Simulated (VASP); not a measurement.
# WS2 (R3m) in VASP: further runs

The runs below take WS2 through single point, with PBEsol.

Everything below comes from runs of VASP 6.6.1. Logs are shortened: lines on timing, memory, paths and dates and some standing lists are left out, and cuts for length are marked.

## (1) The cell of the first run

Symmetry: R3m, No. 160, trigonal system. The conventional cell has a = 3.194 Å, b = 3.194 Å, c = 18.932 Å, α = 90.00°, β = 90.00°, γ = 120.00°. W (site symmetry 3m) has 6 S at 2.41 Å and 6 W at 3.19 Å within 3.2 Å. Within 3.2 Å of S (site symmetry 3m) lie 3 W at 2.41 Å and 7 S at 3.10 to 3.19 Å. S (site symmetry 3m) has 3 W at 2.41 Å and 7 S at 3.10 to 3.19 Å within 3.2 Å.

## (2) Single point, PBEsol

INCAR reads:

```
PREC = Accurate
ENCUT = 520
EDIFF = 1E-6
ISMEAR = 0
SIGMA = 0.02
LREAL = False
LASPH = True
NELM = 60
ALGO = Normal
ISIF = 2
LWAVE = False
LCHARG = True
GGA = PS
LELF = True
LVHAR = True
NBANDS = 49
```

KPOINTS reads:

```
regular mesh
0
Gamma
  12 12 2
```

POSCAR reads:

```
WS2
1.0
    3.1944877703      0.0000000000      0.0000000000
   -1.5972438852      2.7665075612      0.0000000000
    0.0000000000      0.0000000000     18.9318532913
W S
3 6
Direct
    0.6666666667      0.3333333333      0.3326615218
    0.3333333333      0.6666666667      0.6659948551
    0.0000000000      0.0000000000      0.9993281884
    0.3333333333      0.6666666667      0.2507873883
    0.6666666667      0.3333333333      0.0811844233
    0.0000000000      0.0000000000      0.5841207216
    0.3333333333      0.6666666667      0.4145177566
    0.6666666667      0.3333333333      0.9174540549
    0.0000000000      0.0000000000      0.7478510900
```

Potentials or basis: VASP PAW PBE potentials, release 64 (W_sv, S).

Command:

```
cat potpaw_PBE.64/W_sv/POTCAR potpaw_PBE.64/S/POTCAR > POTCAR
mpirun -np 1 vasp_std > vasp.out
```

OUTCAR:

```text
PREC = Accurate
   ENCUT = 520
   EDIFF = 1E-6
   ISMEAR = 0
   LREAL = False
   LASPH = True
   NELM = 60
   ISIF = 2
   GGA = PS

 ion  position               nearest neighbor table
   1  0.667  0.333  0.333-   7 2.41   7 2.41   7 2.41   4 2.41   4 2.41   4 2.41
   2  0.333  0.667  0.666-   9 2.41   9 2.41   9 2.41   6 2.41   6 2.41   6 2.41
   3  0.000  0.000  0.999-   5 2.41   5 2.41   5 2.41   8 2.41   8 2.41   8 2.41
   4  0.333  0.667  0.251-   1 2.41   1 2.41   1 2.41
   5  0.667  0.333  0.081-   3 2.41   3 2.41   3 2.41
   6  0.000  0.000  0.584-   2 2.41   2 2.41   2 2.41
   7  0.333  0.667  0.415-   1 2.41   1 2.41   1 2.41
   8  0.667  0.333  0.917-   3 2.41   3 2.41   3 2.41
   9  0.000  0.000  0.748-   2 2.41   2 2.41   2 2.41

  LATTYP: Found a hexagonal cell.
 ALAT       =     3.1944877703
 C/A-ratio  =     5.9264128250

  Lattice vectors:

 A1 = (   3.1944877703,   0.0000000000,   0.0000000000)
 A2 = (  -1.5972438852,   2.7665075612,   0.0000000000)
 A3 = (   0.0000000000,   0.0000000000,  18.9318532913)

Analysis of symmetry for initial positions (statically):
=====================================================================
 Subroutine PRICEL returns following result:

  LATTYP: Found a trigonal (rhomboedric) cell.
 ALAT       =     6.5746087785
 COS(alpha) =     0.8819590671

  Lattice vectors:

 A1 = (   1.5972438850,  -0.9221691870,  -6.3106177631)
 A2 = (  -1.5972438848,  -0.9221691873,  -6.3106177650)
 A3 = (  -0.0000000002,   1.8443383742,  -6.3106177631)

   3 primitive cells build up your supercell.

 Routine SETGRP: Setting up the symmetry group for a
 hexagonal supercell.

 Subroutine GETGRP returns: Found  6 space group operations
 (whereof  6 operations were pure point group operations)
 out of a pool of 24 trial point group operations.

The static configuration has the point symmetry C_3v.

Analysis of symmetry for dynamics (positions and initial velocities):
=====================================================================
 Subroutine PRICEL returns following result:

  LATTYP: Found a trigonal (rhomboedric) cell.
 ALAT       =     6.5746087785
 COS(alpha) =     0.8819590671

  Lattice vectors:

 A1 = (   1.5972438850,  -0.9221691870,  -6.3106177631)
 A2 = (  -1.5972438848,  -0.9221691873,  -6.3106177650)
 A3 = (  -0.0000000002,   1.8443383742,  -6.3106177631)

   3 primitive cells build up your supercell.

 Routine SETGRP: Setting up the symmetry group for a
 hexagonal supercell.

 Subroutine GETGRP returns: Found  6 space group operations
 (whereof  6 operations were pure point group operations)
 out of a pool of 24 trial point group operations.

The dynamic configuration has the point symmetry C_3v.

 Subroutine INISYM returns: Found  6 space group operations
 (whereof  6 operations are pure point group operations),
 and found     3 'primitive' translations

----------------------------------------------------------------------------------------

                                     Primitive cell

  volume of cell :      55.7706

  direct lattice vectors                    reciprocal lattice vectors
     1.597243885 -0.922169187 -6.310617763     0.313039233 -0.180733285 -0.052821030
    -1.597243885 -0.922169187 -6.310617765    -0.313039233 -0.180733285 -0.052821030
    -0.000000000  1.844338374 -6.310617763     0.000000000  0.361466570 -0.052821030

  length of vectors
     6.574608778  6.574608780  6.574608779     0.365305547  0.365305547  0.365305547

  position of ions in fractional coordinates (direct lattice)
     0.000671812  0.000671811  0.000671811
     0.415879279  0.415879278  0.415879278
     0.252148910  0.252148910  0.252148910

  ion indices of the primitive-cell ions
   primitive index   ion index
                 1           1
                 2           8
                 3           5

----------------------------------------------------------------------------------------

 KPOINTS: regular mesh

Automatic generation of k-mesh.
 Grid dimensions read from file:
 generate k-points for:   12   12    2

 Generating k-lattice:

  Cartesian coordinates                     Fractional coordinates (reciprocal lattice)
     0.026086603  0.015061107  0.000000000     0.083333333  0.000000000  0.000000000
     0.000000000  0.030122214  0.000000000     0.000000000  0.083333333  0.000000000
     0.000000000  0.000000000  0.026410515     0.000000000  0.000000000  0.500000000

  Length of vectors
     0.030122214  0.030122214  0.026410515

  Shift w.r.t. Gamma in fractional coordinates (k-lattice)
     0.000000000  0.000000000  0.000000000

 Subroutine IBZKPT returns following result:
 ===========================================

 Found     38 irreducible k-points:

 Following reciprocal coordinates:
            Coordinates               Weight
  0.000000  0.000000  0.000000      1.000000
  0.083333 -0.000000  0.000000      6.000000
  0.166667  0.000000  0.000000      6.000000
[... 34 lines left out ...]
   TEBEG  =    0.0;   TEEND  =   0.0 temperature during run
   PSTRESS=    0.0 pullay stress
   NELECT =      78.0000    total number of electrons
   NUPDOWN=      -1.0000    fix difference up-down
   EMIN   =  10.00;   EMAX   =-10.00  energy-range for DOS
   EFERMI =   0.00;   METHOD = LEGACY
   ISMEAR =     0;   SIGMA  =   0.02  broadening in eV -4-tet -1-fermi 0-gaus
   EFERMI_NEDOS =   21; number of points for ismear=-14 and -15
   IALGO  =     38    algorithm
   IMIX   =      4    mixing-type and parameters
     AMIX     =   0.40;   BMIX     =  1.00
     AMIX_MAG =   1.60;   BMIX_MAG =  1.00
  volume/ion in A,a.u.               =      18.59       125.45
  Fermi-wavevector in a.u.,A,eV,Ry     =   1.269397  2.398813 21.924019  1.611370
  Thomas-Fermi vector in A             =   2.402441
   LORBIT       =      0    0 simple, 1 ext, 2 COOP (PROOUT), +10 PAW based schemes
   GGA     = PS    functional components
   LHFCALC =     F    Hartree Fock is set to
   AEXX    =    0.0000 exact exchange contribution
   IVDW    =     0    specifies the selected vdW correction
   LEPSILON=     F    determine dielectric tensor
   LRPA    =     F    only Hartree local field effects (RPA)
 non-spin polarized calculation
 Gauss-broadening in eV      SIGMA  =   0.02
  energy-cutoff  :      520.00
  volume of cell :      167.31
 maximum number of plane-waves:      4545
 NGX is ok and might be reduce to    24
   NGX = 11   NGY = 11   NGZ = 71

 number of electron      78.0000007 magnetization

 Free energy of the ion-electron system (eV)
  ---------------------------------------------------
  ext. energy  EPLUGINS =         0.00000000
  ---------------------------------------------------
  free energy    TOTEN  =       -75.75936851 eV

  energy without entropy =      -75.75936851  energy(sigma->0) =      -75.75936851

 E-fermi :   6.9526     XC(G=0): -10.8144

 val. band max:        6.8346870893   @ k =   0.0000   0.0000   0.5000
 cond. band min:       7.8722891433   @ k =   0.3333   0.3333   0.5000
 fundamental gap:      1.0376020540
 Fermi energy:         6.9526030578

 k-point     1 :       0.0000    0.0000    0.0000
  band No.  band energies     occupation
      1     -67.7988      2.00000
      2     -67.7988      2.00000
      3     -67.7988      2.00000
      4     -32.0404      2.00000
      5     -32.0404      2.00000
      6     -32.0404      2.00000
[... 41 lines left out ...]
     48       9.2396      0.00000
     49       9.2964      0.00000

 k-point     2 :       0.0833   -0.0000    0.0000
  band No.  band energies     occupation
      1     -67.7978      2.00000
      2     -67.7977      2.00000
      3     -67.7977      2.00000
      4     -32.0364      2.00000
      5     -32.0364      2.00000
      6     -32.0364      2.00000
[... 41 lines left out ...]
     48       9.1825      0.00000
     49       9.2637      0.00000

 k-point     3 :       0.1667    0.0000    0.0000
  band No.  band energies     occupation
      1     -67.7948      2.00000
      2     -67.7948      2.00000
      3     -67.7948      2.00000
      4     -32.0254      2.00000
      5     -32.0254      2.00000
      6     -32.0254      2.00000
[... 1081 lines left out ...]
     48       9.5669      0.00000
     49      10.2255      0.00000

 k-point    24 :       0.3333   -0.0000    0.5000
  band No.  band energies     occupation
      1     -67.7868      2.00000
      2     -67.7868      2.00000
      3     -67.7868      2.00000
      4     -32.1446      2.00000
      5     -32.1446      2.00000
      6     -32.1446      2.00000
[... 41 lines left out ...]
     48      10.0430      0.00000
     49      10.5702      0.00000

 [... further k-points ...]
[... 5 lines left out ...]
  --------------------------------------------------------------------------------------
  -------------------------------------------------------------------------------------
  Total       -4.2157413     -4.2157413      0.1222852      0.0000000      0.0000000     -0.0000000
  in kB      -40.3699599    -40.3699599      1.1710038      0.0000000      0.0000000     -0.0000000
  external PRESSURE =     -26.5229720 kB  Pullay stress =       0.0000000 kB

 VOLUME and BASIS-vectors are now :
 -----------------------------------------------------------------------------
  energy-cutoff  :      520.00
  volume of cell :      167.31
      direct lattice vectors                 reciprocal lattice vectors
     3.194487770  0.000000000  0.000000000     0.313039233  0.180733285  0.000000000
    -1.597243885  2.766507561  0.000000000     0.000000000  0.361466570  0.000000000
     0.000000000  0.000000000 18.931853291     0.000000000  0.000000000  0.052821030

 POSITION                                       TOTAL-FORCE (eV/Angst)
 -----------------------------------------------------------------------------------
      1.59724      0.92217      6.29790        -0.000000      0.000000     -0.000006
     -0.00000      1.84434     12.60852        -0.000000      0.000000     -0.000006
      0.00000      0.00000     18.91913        -0.000000      0.000000     -0.000006
     -0.00000      1.84434      4.74787        -0.000000      0.000000     -0.020339
      1.59724      0.92217      1.53697         0.000000     -0.000000      0.020345
      0.00000      0.00000     11.05849         0.000000      0.000000     -0.020339
     -0.00000      1.84434      7.84759         0.000000     -0.000000      0.020345
      1.59724      0.92217     17.36911         0.000000      0.000000     -0.020339
      0.00000      0.00000     14.15821         0.000000     -0.000000      0.020345
 -----------------------------------------------------------------------------------
    total drift:                                0.000000      0.000000      0.000166

  FREE ENERGIE OF THE ION-ELECTRON SYSTEM (eV)
  ---------------------------------------------------
  free  energy   TOTEN  =       -75.7593685148 eV

  energy  without entropy=      -75.7593685148  energy(sigma->0) =      -75.75936851
```

It took 4.2 min on 1 thread of Intel Xeon Platinum 8259CL at 2.50GHz (Skylake/Cascade Lake), shared host; peak memory 0.4 GiB.

Results:

- Free energy: -75.7594 eV
- Pressure: -2.7 GPa
- Largest force: 0.020 eV/Å
- Band gap on the k mesh: 1.04 eV

Forces on the atoms (eV/Å):
```
W    0.000  0.000  0.000
W    0.000  0.000  0.000
W    0.000  0.000  0.000
S    0.000  0.000 -0.020
S    0.000  0.000  0.020
S    0.000  0.000 -0.020
S    0.000  0.000  0.020
S    0.000  0.000 -0.020
S    0.000  0.000  0.020
```

Stress tensor (GPa, compression positive):
```
-4.04  0.00  0.00
 0.00 -4.04  0.00
 0.00  0.00  0.12
```

Levels at points of the mesh, in eV from the valence-band top:
```tsv
k point	band 36	band 37	band 38	band 39	band 40	band 41	band 42	band 43
(0.00, 0.00, 0.00)	-1.62	-1.06	-0.13	-0.13	2.16	2.16	2.20	2.20
(0.50, 0.00, 0.00)	-1.97	-1.63	-1.63	-1.54	2.09	2.12	2.12	2.55
(0.00, 0.00, 0.50)	-2.32	-0.55	-0.55	0.00	2.17	2.17	2.17	2.17
(0.50, 0.00, 0.50)	-1.94	-1.67	-1.56	-1.56	2.10	2.10	2.13	2.52
```

Caveat: the PAW data sets were made with another functional, which shifts forces and pressure a little; spin-orbit coupling is left out, which moves the levels of the heavy elements; this functional lacks dispersion, which binds layers or chains, so the pressure and a relaxed spacing across them are unreliable. A k mesh can miss the band edges.

## (3) Single point, PBEsol (biaxial strain in the a-b plane: +4.5 %)

INCAR reads:

```
SYSTEM = WS2
PREC = Accurate
ENCUT = 520
EDIFF = 1E-6
ISMEAR = 0
SIGMA = 0.02
LREAL = .FALSE.
LASPH = .TRUE.
NELM = 100
ALGO = Normal
ISIF = 2
LWAVE = .FALSE.
LCHARG = .TRUE.
GGA = PS
LELF = .TRUE.
LVHAR = .TRUE.
NBANDS = 49
```

KPOINTS reads:

```
regular mesh
0
G
  12 12 2
  0 0 0
```

POSCAR reads:

```
WS2
1.0
    3.2889061281      0.0000000000      0.0000000000
   -1.6444530640      2.8482762576      0.0000000000
    0.0000000000      0.0000000000     18.6377652240
W S
3 6
Direct
    0.6666666667      0.3333333333      0.3326610999
    0.3333333333      0.6666666667      0.6659944332
    0.0000000000      0.0000000000      0.9993277665
    0.3333333333      0.6666666667      0.2508048775
    0.6666666667      0.3333333333      0.0811673560
    0.0000000000      0.0000000000      0.5841382108
    0.3333333333      0.6666666667      0.4145006893
    0.6666666667      0.3333333333      0.9174715442
    0.0000000000      0.0000000000      0.7478340226
```

Potentials or basis: VASP PAW PBE potentials, release 64 (W_sv, S).

Command:

```
cat potpaw_PBE.64/W_sv/POTCAR potpaw_PBE.64/S/POTCAR > POTCAR
mpirun -np 1 vasp_std > vasp.out
```

Wall time 4.5 min (1 thread of AMD EPYC 7R13 (Zen 3), shared host); peak memory 0.37 GiB.

It converged, with:

* Free energy: -75.2774 eV
* Pressure: -8.1 GPa
* Largest force: 0.123 eV/Å
* Band gap on the k mesh: 0.47 eV

Forces on the atoms (eV/Å):
```
W    0.000  0.000  0.000
W    0.000  0.000  0.000
W    0.000  0.000  0.000
S    0.000  0.000  0.123
S    0.000  0.000 -0.123
S    0.000  0.000  0.123
S    0.000  0.000 -0.123
S    0.000  0.000  0.123
S    0.000  0.000 -0.123
```

Stress tensor (GPa, compression positive):
```
-11.58   0.00   0.00
  0.00 -11.58   0.00
  0.00   0.00  -1.14
```

Levels at points of the mesh, in eV from the valence-band top:
```csv
k point,band 37,band 38,band 39,band 40,band 41,band 42
"(0.00, 0.00, 0.00)",-0.90,-0.10,-0.10,1.75,1.75,1.80
"(0.50, 0.00, 0.00)",-1.71,-1.71,-1.65,1.52,1.55,1.55
"(0.00, 0.00, 0.50)",-0.45,-0.45,0.00,1.76,1.76,1.76
"(0.50, 0.00, 0.50)",-1.75,-1.67,-1.67,1.53,1.53,1.56
```

Caveat: the cell differs from its parent crystal (biaxial strain in the a-b plane: +4.5 %); the stress differs along the axes, from -12 to -1 GPa; the PAW data sets were made with another functional, which shifts forces and pressure a little; spin-orbit coupling is left out, which moves the levels of the heavy elements; this functional lacks dispersion, which binds layers or chains, so the pressure and a relaxed spacing across them are unreliable. A k mesh can miss the band edges.

## (4) Single point, PBEsol (strain along c alone, the other axes held: -1.5 %, then relaxed in part)

INCAR reads:

```
SYSTEM = WS2
ALGO = Normal
EDIFF = 1E-6
ENCUT = 520
GGA = PS
ISIF = 2
ISMEAR = 0
LASPH = .True.
LCHARG = .True.
LELF = .True.
LREAL = .False.
LVHAR = .True.
LWAVE = .False.
NBANDS = 49
NELM = 100
PREC = Accurate
SIGMA = 0.02
```

KPOINTS reads:

```
k-points
0
Gamma
  12 12 2
  0 0 0
```

POSCAR reads:

```
WS2
1.0
    3.1472785917      0.0000000000      0.0000000000
   -1.5736392959      2.7256232132      0.0000000000
    0.0000000000      0.0000000000     18.8676244761
W S
3 6
Direct
    0.6666666667      0.3333333333      0.3326637417
    0.3333333333      0.6666666667      0.6659970751
    0.0000000000      0.0000000000      0.9993304084
    0.3333333333      0.6666666667      0.2496384543
    0.6666666667      0.3333333333      0.0823311373
    0.0000000000      0.0000000000      0.5829717877
    0.3333333333      0.6666666667      0.4156644706
    0.6666666667      0.3333333333      0.9163051210
    0.0000000000      0.0000000000      0.7489978039
```

Command:

```
cat potpaw_PBE.64/W_sv/POTCAR potpaw_PBE.64/S/POTCAR > POTCAR
mpirun -np 1 vasp_std > vasp.out
```

It took 5.3 min on 1 thread of Intel Xeon Platinum 8259CL at 2.50GHz (Skylake/Cascade Lake), shared host; peak memory 0.39 GiB.

Results (log left out):

| Item | Value |
| --- | --- |
| Free energy | -75.8189 eV |
| Pressure | 0.3 GPa |
| Largest force | 0.023 eV/Å |
| Band gap on the k mesh | 1.10 eV |

Forces in eV/Å, atoms in the order of the input:
```
W    0.000  0.000  0.000
W    0.000  0.000  0.000
W    0.000  0.000  0.000
S    0.000  0.000 -0.023
S    0.000  0.000  0.023
S    0.000  0.000 -0.023
S    0.000  0.000  0.023
S    0.000  0.000 -0.023
S    0.000  0.000  0.023
```

Stress tensor (GPa, compression positive):
```
0.20 0.00 0.00
0.00 0.20 0.00
0.00 0.00 0.40
```

Levels at points of the mesh, in eV from the valence-band top:
| k point | band 36 | band 37 | band 38 | band 39 | band 40 | band 41 | band 42 | band 43 |
| --- | --- | --- | --- | --- | --- | --- | --- | --- |
| (0.00, 0.00, 0.00) | -1.62 | -1.18 | -0.15 | -0.15 | 2.37 | 2.37 | 2.42 | 2.42 |
| (0.50, 0.00, 0.00) | -1.74 | -1.58 | -1.58 | -1.47 | 2.41 | 2.44 | 2.44 | 2.78 |
| (0.00, 0.00, 0.50) | -2.14 | -0.60 | -0.60 | 0.00 | 2.38 | 2.38 | 2.38 | 2.38 |
| (0.50, 0.00, 0.50) | -1.70 | -1.63 | -1.51 | -1.51 | 2.42 | 2.42 | 2.45 | 2.71 |

Caveat: the cell differs from its parent crystal (strain along c alone, the other axes held: -1.5 %, then relaxed in part); the PAW data sets were made with another functional, which shifts forces and pressure a little; spin-orbit coupling is left out, which moves the levels of the heavy elements; this functional lacks dispersion, which binds layers or chains, so the pressure and a relaxed spacing across them are unreliable. A k mesh can miss the band edges.

## (5) Overview

| cell | gap on the mesh (eV) | pressure (GPa) | largest force (eV/Å) |
| --- | --- | --- | --- |
| a = 3.194, b = 3.194, c = 18.932 Å, angles 90.0, 90.0, 120.0°, 9 atoms, atomic positions A | 1.04 | -2.7 | 0.02 |
| a = 3.289, b = 3.289, c = 18.638 Å, angles 90.0, 90.0, 120.0°, 9 atoms, atomic positions A | 0.47 | -8.1 | 0.12 |
| a = 3.147, b = 3.147, c = 18.868 Å, angles 90.0, 90.0, 120.0°, 9 atoms, atomic positions B | 1.10 | 0.3 | 0.02 |

Alike in all rows: task single point; level PBEsol; potentials or basis VASP PAW PBE potentials, release 64 (W_sv, S); no spin polarisation; k mesh 12 × 12 × 2; cutoff (eV) 520; smearing gaussian 0.02 eV.

Caveats: the PAW data sets were made with another functional, which shifts forces and pressure a little; spin-orbit coupling is left out, which moves the levels of the heavy elements; this functional lacks dispersion, which binds layers or chains, so the pressure and a relaxed spacing across them are unreliable; the stress differs along the axes, from -12 to -1 GPa (at least some runs).

Total energies depend on the potentials used, so only differences within one code and one set of settings carry meaning.
